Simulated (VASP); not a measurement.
A run of VASP 6.6.1 is set up as follows.

Contents of POSCAR:

```
ZnO
1.0
    3.2352635141      0.0000000000      0.0000000000
   -1.6176317571      2.8018203912      0.0000000000
    0.0000000000      0.0000000000      5.2113138462
Zn O
2 2
Direct
    0.3333333333      0.6666666667     -0.0078568486
    0.6666666667      0.3333333333      0.4921431514
    0.3333333333      0.6666666667      0.3898568486
    0.6666666667      0.3333333333      0.8898568486
```

INCAR.step1

```
SYSTEM = ZnO
PREC = Accurate
ENCUT = 520
ISMEAR = 0
SIGMA = 0.01
LREAL = .FALSE.
LASPH = .TRUE.
NELM = 100
NBANDS = 26
GGA = PE
ALGO = Normal
EDIFF = 1E-4
LWAVE = .TRUE.
LCHARG = .FALSE.
```

INCAR.step2

```
SYSTEM = ZnO
PREC = Accurate
ENCUT = 520
EDIFF = 1E-6
ISMEAR = 0
SIGMA = 0.01
LREAL = .FALSE.
LASPH = .TRUE.
NELM = 100
ALGO = Normal
ISIF = 2
LWAVE = .FALSE.
LCHARG = .FALSE.
METAGGA = R2SCAN
LMIXTAU = .TRUE.
NBANDS = 26
ISTART = 1
```

KPOINTS

```
Automatic mesh
0
G
  9 9 6
  0 0 0
```

Potentials or basis: VASP PAW PBE potentials, release 64 (Zn, O).

The run is started by

```bash
$ cat potpaw_PBE.64/Zn/POTCAR potpaw_PBE.64/O/POTCAR > POTCAR
$ cp INCAR.step1 INCAR
$ mpirun -np 1 vasp_std > vasp.out
$ cp INCAR.step2 INCAR
$ mpirun -np 1 vasp_std > vasp.out
```

**Question.** Predict the pressure.

**Answer.** 1.6 GPa.

**Question.** Predict the largest force.

**Answer.** 0.491 eV/Å.

**Question.** What does it give for the band gap on the k mesh?

**Answer.** 1.23 eV.

Forces on the atoms (eV/Å):
```
Zn   0.000  0.000  0.491
Zn   0.000  0.000  0.491
O    0.000  0.000 -0.491
O    0.000  0.000 -0.491
```

Caveat: the cell differs from its parent crystal (atoms moved along the polar distortion); the stress differs along the axes, from -3 to 4 GPa; the PAW data sets were made with another functional, which shifts forces and pressure a little.
